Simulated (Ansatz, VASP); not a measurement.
# Two plane-wave programs on TiAl3

```
Ti Al
1.0
     2.78139    0.00000    0.00000
     0.00000    4.67107    0.00000
     0.00000    0.00000    4.89340
Ti Al
1 3
Direct
  0.00000 0.50000 0.16317
  0.50000 0.48930 0.66405
  0.50000 0.98930 0.33311
  0.00000 0.98930 0.83967
```

Change from the starting cell: all Al atoms moved -0.050 Å, as atom 2 along Cartesian [0 1 0].

Alike in both runs: task single point; functional PBEsol; k mesh 18 × 10 × 10; occupations gaussian, width 0.15 eV; no spin polarisation.

|  | VASP | Ansatz |
| --- | --- | --- |
| version | VASP 6.6.1 | Ansatz 0.2.0 |
| potentials or method | VASP PAW PBE potentials, release 64 (Ti_sv, Al), cutoff 520 eV | scalar-relativistic, plane waves, PAW |
| valence electrons in the cell | 21 | 21 |

```tsv
	VASP	Ansatz	Ansatz less VASP
gap on the k mesh at the Fermi level (eV)	none	none	-
pressure (GPa)	0.1	0.1	-0.05
traceless stress, the component that is largest in VASP (GPa)	-0.16	-0.16	-0.001
rms of the force components (eV/Å)	0.125	0.124	-0.0006
```

VASP's potentials were made for PBE, not for PBEsol. Atom by atom the forces differ by 0.001 eV/Å (rms over components). A gap of «none» marks a metal or a gap that the smearing closes.
